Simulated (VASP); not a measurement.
# BaTiO3 (Amm2) in VASP: electric field gradients with PBEsol

Aim: the electric field gradients of BaTiO3 with PBEsol.

Everything below comes from runs of VASP 6.6.1. Logs are shortened: lines on timing, memory, paths and dates and some standing lists are left out, and cuts for length are marked.

**1. The cell of the first run**

Symmetry: Amm2, No. 38, orthorhombic system. The conventional cell has a = 3.984 Å, b = 5.674 Å, c = 5.862 Å, α = 90.00°, β = 90.00°, γ = 90.00°. Ba (site symmetry mm2) has 12 O at 2.84 to 2.98 Å and 8 Ti at 3.47 to 3.58 Å within 3.7 Å. Ti (site symmetry mm2) has 6 O at 1.98 to 2.10 Å within 2.6 Å. O (site symmetry mm2) has 2 Ti at 1.99 Å within 2.6 Å. O (site symmetry m) has 2 Ti at 1.98 to 2.10 Å within 2.6 Å.

**2. Electric field gradients, PBEsol (zz strain of +3 %)**

The input, INCAR:

```
SYSTEM = BaTiO3
ALGO = Normal ; EDIFF = 1E-8
ENCUT = 520 ; GGA = PS
ISIF = 2 ; ISMEAR = -1
LASPH = .True. ; LCHARG = .False.
LEFG = .True. ; LREAL = .False.
LWAVE = .False. ; NBANDS = 28
NELM = 100 ; PREC = Accurate
SIGMA = 0.05
```

The input, KPOINTS:

```
k-points
0
Gamma
  8 8 8
  0 0 0
```

The input, POSCAR:

```
BaTiO3
1.0
    3.9841000000      0.0000000000      0.0000000000
    0.0000000000      2.8370500000      2.9311740000
    0.0000000000     -2.8370500000      2.9311740000
Ba Ti O
1 1 3
Direct
    0.0000000000      0.0000000000      0.0000000000
    0.5000000000      0.5079000000      0.5079000000
    0.0000000000      0.4921000000      0.4921000000
    0.5000000000      0.5025100000      0.9937100000
    0.5000000000      0.9937100000      0.5025100000
```

Potentials or basis: VASP PAW PBE potentials, release 64 (Ba_sv, Ti_sv, O).

The run is started by

```sh
cat potpaw_PBE.64/Ba_sv/POTCAR potpaw_PBE.64/Ti_sv/POTCAR potpaw_PBE.64/O/POTCAR > POTCAR
mpirun -np 1 vasp_std > vasp.out
```

OUTCAR:

```text
SYSTEM = BaTiO3
   EDIFF = 1E-8
   ENCUT = 520
   GGA = PS
   ISIF = 2
   ISMEAR = -1
   LASPH = .True.
   LREAL = .False.
   NELM = 100
   PREC = Accurate

 ion  position               nearest neighbor table
   1  0.000  0.000  0.000-   3 2.84   3 2.84   4 2.84   5 2.84   4 2.84   5 2.84   4 2.86   5 2.86
                             4 2.86   5 2.86   3 2.88   3 2.98   2 3.47   2 3.47   2 3.47   2 3.47
   2  0.500  0.508  0.508-   4 1.98   5 1.98   3 1.99   3 1.99   5 2.10   4 2.10   1 3.47   1 3.47
                             1 3.47   1 3.47   1 3.51   1 3.51   1 3.58   1 3.58
   3  0.000  0.492  0.492-   2 1.99   2 1.99   1 2.84   1 2.84   1 2.88   1 2.98
   4  0.500  0.503  0.994-   2 1.98   2 2.10   1 2.84   1 2.84   1 2.86   1 2.86
   5  0.500  0.994  0.503-   2 1.98   2 2.10   1 2.84   1 2.84   1 2.86   1 2.86

  LATTYP: Found a base centered orthorhombic cell.
 ALAT       =     5.6741000000
 B/A-ratio  =     1.0331767152
 C/A-ratio  =     0.7021554079

  Lattice vectors:

 A1 = (   0.0000000000,   2.8370500000,  -2.9311740000)
 A2 = (   0.0000000000,   2.8370500000,   2.9311740000)
 A3 = (   3.9841000000,   0.0000000000,   0.0000000000)

Analysis of symmetry for initial positions (statically):
=====================================================================
 Subroutine PRICEL returns:
 Original cell was already a primitive cell.

 Routine SETGRP: Setting up the symmetry group for a
 base centered orthorhombic supercell.

 Subroutine GETGRP returns: Found  4 space group operations
 (whereof  4 operations were pure point group operations)
 out of a pool of  8 trial point group operations.

The static configuration has the point symmetry C_2v.

Analysis of symmetry for dynamics (positions and initial velocities):
=====================================================================
 Subroutine PRICEL returns:
 Original cell was already a primitive cell.

 Routine SETGRP: Setting up the symmetry group for a
 base centered orthorhombic supercell.

 Subroutine GETGRP returns: Found  4 space group operations
 (whereof  4 operations were pure point group operations)
 out of a pool of  8 trial point group operations.

The dynamic configuration has the point symmetry C_2v.

 Subroutine INISYM returns: Found  4 space group operations
 (whereof  4 operations are pure point group operations),
[... 146 lines left out ...]
  free energy    TOTEN  =       -41.88699243 eV

  energy without entropy =      -41.88699242  energy(sigma->0) =      -41.88699242

 E-fermi :   4.3066     XC(G=0): -11.3423

 val. band max:        3.4790006103   @ k =   0.5000   0.5000   0.5000
 cond. band min:       5.0873001627   @ k =   0.0000   0.0000   0.0000
 fundamental gap:      1.6082995523
 Fermi energy:         4.3066446336

 k-point     1 :       0.0000    0.0000    0.0000
  band No.  band energies     occupation
      1     -53.0285      2.00000
      2     -29.3530      2.00000
      3     -29.3407      2.00000
      4     -29.3256      2.00000
      5     -21.4017      2.00000
      6     -13.3106      2.00000
[... 733 lines left out ...]
     27      11.3033      0.00000
     28      12.8106      0.00000

 [... further k-points ...]
[... 5 lines left out ...]
  --------------------------------------------------------------------------------------
  -------------------------------------------------------------------------------------
  Total       -1.9720066     -1.8143766     -4.8765834      0.0000000      0.0000000      0.0000000
  in kB      -47.6815252    -43.8701579   -117.9118419      0.0000000      0.0000000      0.0000000
  external PRESSURE =     -69.8211750 kB  Pullay stress =       0.0000000 kB

 VOLUME and BASIS-vectors are now :
 -----------------------------------------------------------------------------
  energy-cutoff  :      520.00
  volume of cell :       66.26
      direct lattice vectors                 reciprocal lattice vectors
     3.984100000  0.000000000  0.000000000     0.250997716  0.000000000  0.000000000
     0.000000000  2.837050000  2.931174000     0.000000000  0.176239404  0.170580116
     0.000000000 -2.837050000  2.931174000     0.000000000 -0.176239404  0.170580116

 POSITION                                       TOTAL-FORCE (eV/Angst)
 -----------------------------------------------------------------------------------
      0.00000      0.00000      0.00000         0.000000      0.000000      0.095890
      1.99205      0.00000      2.97749         0.000000      0.000000      0.375114
      0.00000      0.00000      2.88486         0.000000      0.000000      0.084119
      1.99205     -1.39356      4.38568         0.000000      0.091819     -0.277562
      1.99205      1.39356      4.38568         0.000000     -0.091819     -0.277562
 -----------------------------------------------------------------------------------
    total drift:                                0.000000      0.000000     -0.000298

  FREE ENERGIE OF THE ION-ELECTRON SYSTEM (eV)
  ---------------------------------------------------
  free  energy   TOTEN  =       -41.8869924264 eV

  energy  without entropy=      -41.8869924224  energy(sigma->0) =      -41.88699242

 Electric field gradients (V/A^2)
---------------------------------------------------------------------
 ion       V_xx      V_yy      V_zz      V_xy      V_xz      V_yz
---------------------------------------------------------------------
   1       1.229   -17.248    16.018     0.000    -0.000    -0.000
   2     -18.206    14.284     3.922     0.000    -0.000    -0.000
   3      20.517    -8.991   -11.526     0.000     0.000    -0.000
   4     -16.650     3.802    12.848     0.000     0.000   -19.165
   5     -16.650     3.802    12.848    -0.000     0.000    19.165
---------------------------------------------------------------------

 Electric field gradients after diagonalization (V/A^2)
 (convention: |V_zz| > |V_xx| > |V_yy|)
----------------------------------------------------------------------
 ion       V_xx      V_yy      V_zz     asymmetry (V_yy - V_xx)/ V_zz
----------------------------------------------------------------------
   1      16.018     1.229   -17.248       0.857
   2      14.284     3.922   -18.206       0.569
   3     -11.526    -8.991    20.517       0.124
   4     -16.650   -11.366    28.016       0.189
   5     -16.650   -11.366    28.016       0.189
----------------------------------------------------------------------

           NMR quadrupolar parameters

 Cq : quadrupolar parameter    Cq=e*Q*V_zz/h
 eta: asymmetry parameters     (V_yy - V_xx)/ V_zz
 Q  : nuclear electric quadrupole moment in mb (millibarn)
----------------------------------------------------------------------
 ion       Cq(MHz)       eta       Q (mb)
----------------------------------------------------------------------
   1      -0.042       0.857       1.000
   2      -0.044       0.569       1.000
   3       0.050       0.124       1.000
   4       0.068       0.189       1.000
   5       0.068       0.189       1.000
----------------------------------------------------------------------
```

OSZICAR:

```text
N       E                     dE             d eps       ncg     rms          rms(c)
DAV:   1     0.427014198203E+03    0.42701E+03   -0.20737E+04  5880   0.154E+03
DAV:   2    -0.547235065788E+01   -0.43249E+03   -0.41229E+03  6656   0.422E+02
DAV:   3    -0.501819252666E+02   -0.44710E+02   -0.44312E+02  8268   0.133E+02
DAV:   4    -0.522643209529E+02   -0.20824E+01   -0.20777E+01  8952   0.246E+01
DAV:   5    -0.523343915384E+02   -0.70071E-01   -0.70057E-01  7988   0.341E+00    0.219E+01
DAV:   6    -0.422224208728E+02    0.10112E+02   -0.54844E+01  8492   0.637E+01    0.987E+00
DAV:   7    -0.420952525288E+02    0.12717E+00   -0.10074E+01  8016   0.225E+01    0.646E+00
DAV:   8    -0.418879811245E+02    0.20727E+00   -0.78731E-01  7252   0.781E+00    0.300E+00
DAV:   9    -0.419159505995E+02   -0.27969E-01   -0.29524E-01  8276   0.417E+00    0.155E+00
DAV:  10    -0.418896409910E+02    0.26310E-01   -0.15339E-01  6652   0.402E+00    0.466E-01
DAV:  11    -0.418870340649E+02    0.26069E-02   -0.13219E-02  7868   0.755E-01    0.123E-01
DAV:  12    -0.418870447444E+02   -0.10679E-04   -0.71421E-04  7380   0.220E-01    0.538E-02
DAV:  13    -0.418869930547E+02    0.51690E-04   -0.23708E-04  7016   0.162E-01    0.183E-02
DAV:  14    -0.418869928629E+02    0.19183E-06   -0.18328E-05  7832   0.291E-02    0.490E-03
DAV:  15    -0.418869933935E+02   -0.53063E-06   -0.74274E-06  8528   0.232E-02    0.877E-03
DAV:  16    -0.418869923946E+02    0.99889E-06   -0.31923E-06  8020   0.159E-02    0.120E-03
DAV:  17    -0.418869924312E+02   -0.36647E-07   -0.24458E-07  7468   0.481E-03    0.970E-04
DAV:  18    -0.418869924264E+02    0.48540E-08   -0.20253E-08  5336   0.139E-03
   1 F= -.41886992E+02 E0= -.41886992E+02  d E =-.396856E-08
```

stdout:

```text
POSCAR found type information on POSCAR BaTiO
 POSCAR found :  3 types and       5 ions
 scaLAPACK will be used
 -----------------------------------------------------------------------------
|                                                                             |
|                                                                             |
|     You enforced a specific xc type in the INCAR file but a different       |
|     I HOPE YOU KNOW WHAT YOU ARE DOING!                                     |
|                                                                             |
 -----------------------------------------------------------------------------

 LDA part: xc-table for (Slater+PW92), standard interpolation
 POSCAR, INCAR and KPOINTS ok, starting setup
 FFT: planning ... GRIDC
 FFT: planning ... GRID_SOFT
 FFT: planning ... GRID
 WAVECAR not read
 entering main loop
ion   1

ion   2

ion   3

ion   4

ion   5
```

It took 5.3 min on 1 thread of AMD EPYC 7R43 (Zen 3), shared host; peak memory 0.27 GiB.

Results:

- Free energy: -41.8870 eV
- Pressure: -7.0 GPa
- Largest force: 0.375 eV/Å
- Band gap on the k mesh: 1.61 eV (least direct gap 1.77 eV)
- Largest electric field gradient by atom: Ba -17.2; Ti -18.2; O +20.5, +28.0 (each value once) V/Å²

Forces in eV/Å, atoms in the order of the input:
```
Ba   0.000  0.000  0.096
Ti   0.000  0.000  0.375
O    0.000  0.000  0.084
O    0.000  0.092 -0.278
O    0.000 -0.092 -0.278
```

Levels at points of the mesh, in eV from the valence-band top:
```
           k point  band 18  band 19  band 20  band 21  band 22  band 23
(0.00, 0.00, 0.00)    -0.34    -0.30    -0.16     1.61     1.65     1.81
(0.50, 0.00, 0.00)    -1.89    -0.96    -0.66     1.81     3.43     3.44
(0.00, 0.50, 0.00)    -1.70    -0.82    -0.76     1.85     3.26     3.28
(0.50, 0.50, 0.00)    -0.89    -0.89    -0.11     3.26     3.44     3.76
(0.00, 0.50, 0.50)    -1.10    -0.99    -0.17     3.24     3.33     3.64
(0.50, 0.50, 0.50)    -0.07    -0.05     0.00     3.89     3.97     4.00
```

Electric field gradients, principal values (V/Å²):
```tsv
atom	least	middle	greatest (by size)
1 Ba	1.229	16.018	-17.248
2 Ti	3.922	14.284	-18.206
3 O	-8.991	-11.526	20.517
4 O	-11.366	-16.650	28.016
5 O	-11.366	-16.650	28.016
```

Caveat: the cell differs from its parent crystal (zz strain of +3 %); the stress differs along the axes, from -12 to -4 GPa; without QUAD_EFG the Cq values of the log hold for a quadrupole moment of 1 mb, not for the nuclei; the PAW data sets were made with another functional, which shifts forces and pressure a little; spin-orbit coupling is left out, which moves the levels of the heavy elements.
